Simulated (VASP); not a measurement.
Wanted: the native input for a VASP 6.6.1 run.

```
Task                   : single point
Functional             : PBE
Dispersion             : D3(BJ)
Potentials or basis    : VASP PAW PBE potentials, release 64 (Al, Li_sv)
Cutoff                 : 520 eV
k mesh                 : 2 × 3 × 1
Occupations            : gaussian, width 0.05 eV
Spin                   : no spin polarisation
Dipole correction      : no
Further INCAR settings : LREAL = Auto; ALGO = Normal; EDIFF = 1e-06; NBANDS = 40
```

The structure of LiAl16 lies in POSCAR:

```
LiAl16
1.0
    8.1000000000      0.0000000000      0.0000000000
    0.0000000000      5.7275650000      0.0000000000
    0.0000000000      0.0000000000     15.2956740000
Al Li
16 1
Direct
    0.2500000000      0.2499999564      0.0653780278
    0.7500000000      0.2499999564      0.0653780278
    0.2500000000      0.7500000436      0.0653780278
    0.7500000000      0.7500000436      0.0653780278
   -0.0012472840     -0.0003820123      0.1485153253
    0.5012471605     -0.0003821868      0.1485151292
   -0.0012411111      0.5001624600      0.1484878666
    0.5012411111      0.5001626346      0.1484876051
    0.2499997531      0.2496511170      0.2421602997
    0.7500006173      0.2498707566      0.2413845248
    0.2500002469      0.7497903559      0.2418731597
    0.7500001235      0.7497564846      0.2384058395
    0.0034191358      0.0012438095      0.3249104289
    0.4965813580      0.0012436349      0.3249101020
    0.0035614815      0.4981378649      0.3248855199
    0.4964391358      0.4981378649      0.3248851277
    0.7500014815      0.7489631283      0.4176364507
```

These files were run (other wordings do the same):

INCAR

```
PREC = Accurate
ENCUT = 520
EDIFF = 1E-6
ISMEAR = 0
SIGMA = 0.05
LREAL = Auto
LASPH = True
NELM = 60
ALGO = Normal
ISIF = 2
LWAVE = False
LCHARG = True
GGA = PE
IVDW = 12
LELF = True
LVHAR = True
NBANDS = 40
```

KPOINTS

```
Automatic mesh
0
Gamma
  2 3 1
```

Potentials or basis: VASP PAW PBE potentials, release 64 (Al, Li_sv).

The run is started by

```bash
$ cat potpaw_PBE.64/Al/POTCAR potpaw_PBE.64/Li_sv/POTCAR > POTCAR
$ mpirun -np 1 vasp_std > vasp.out
```

It gave:

| Item | Value |
| --- | --- |
| Largest force | 0.110 eV/Å |
| Dispersion energy per atom | -0.209 eV |

Caveat: the k points lie up to 0.39 Å⁻¹ apart.

It took 2.1 min on 1 thread of Intel(R) Xeon(R) 6975P-C (Granite Rapids), with other jobs on the host, peak memory 0.66 GiB.
